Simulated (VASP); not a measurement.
Crystal: RbBr.

```
Rb Br
1.0
     0.00000    3.49543    3.45497
     3.49543    0.00000    3.45497
     3.49543    3.49543    0.00000
Rb Br
1 1
Direct
  0.00000 0.00000 0.00000
  0.50000 0.50000 0.50000
```

This cell differs from its parent crystal: epitaxial xy strain +1.0%.

Base run:

| Property | Result |
| --- | --- |
| Program | VASP 6.6.1 |
| Functional | r2SCAN |
| Potentials or basis | VASP PAW PBE potentials, release 64 (Rb_sv, Br) |
| Cutoff | 520 eV |
| k mesh | 6 × 6 × 6 |
| Occupations | gaussian, width 0.01 eV |
| Spin | no spin polarisation |

Its results: band gap on the k mesh 4.84 eV, direct; pressure -0.2 GPa.

Question: The run is repeated on the same cell with these changes: functional from r2SCAN to PBE; k mesh from 6 × 6 × 6 to 4 × 4 × 4. What comes out?

Answer: Band gap on the k mesh 4.24 eV, direct; pressure 0.3 GPa.

Several settings changed at once, so the effect can't be laid on one alone.

Caveats: the PAW data sets were made with another functional, which shifts forces and pressure a little (some runs).

